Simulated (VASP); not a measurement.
I:

```
I
1.0
     3.64604    0.00000    0.00000
    -1.82302    3.15756    0.00000
     0.00000    0.00000    5.90658
I
2
Direct
  0.33333 0.66667 0.25000
  0.66667 0.33333 0.75000
```

```yaml
Program: VASP 6.6.1
Task: relaxation of cell and atoms
Functional: LDA
Potentials_or_basis: VASP PAW LDA potentials, release 64 (I)
Cutoff: 600 eV
k_mesh: 12 × 12 × 7
Occupations: fermi-dirac, width 0.08 eV
Spin: no spin polarisation
```

At the start: pressure -2.4 GPa; volume 34.00 Å³/atom.

Question: Where does the relaxation end?

Answer: Over 26 steps the energy falls by 117.5 meV/atom and the volume is 33.39 Å³/atom (-1.8 %); space group P6_3/mmc (No. 194, to 0.05 Å).

The path:
```csv
step,energy change (eV),largest force (eV/Å),pressure (GPa),volume (Å³)
1,0.0000,0.0000,-2.39,68.00
2,-0.0425,0.0000,-0.21,63.13
3,-0.0428,0.0000,0.01,62.76
4,-0.0428,0.0000,0.07,62.66
5,-0.0436,0.0000,0.09,62.65
6,-0.0484,0.0000,0.14,62.60
7,-0.0681,0.0000,0.31,62.48
8,-0.1277,0.0000,0.91,62.11
9,-0.1765,0.0000,3.73,60.88
10,-0.1861,0.0000,2.65,61.30
11,-0.1857,0.0000,3.00,61.16
12,-0.1858,0.0000,3.01,61.16
13,-0.1859,0.0000,3.02,61.16
14,-0.1862,0.0000,3.05,61.18
15,-0.1865,0.0000,3.11,61.20
16,-0.1864,0.0000,3.24,61.24
17,-0.1866,0.0000,3.17,61.22
18,-0.1871,0.0000,3.16,61.24
19,-0.1883,0.0000,3.11,61.31
20,-0.1908,0.0000,3.01,61.45
21,-0.1956,0.0000,2.82,61.72
22,-0.2043,0.0000,2.45,62.27
23,-0.2182,0.0000,1.75,63.38
24,-0.2332,0.0000,0.54,65.62
25,-0.2349,0.0000,0.06,66.66
26,-0.2350,0.0000,0.01,66.78
```

Final structure:
```
I
1.0
     3.97063    0.00000    0.00000
    -1.98532    3.43867    0.00000
     0.00000    0.00000    4.89063
I
2
Direct
  0.33333 0.66667 0.25000
  0.66667 0.33333 0.75000
```
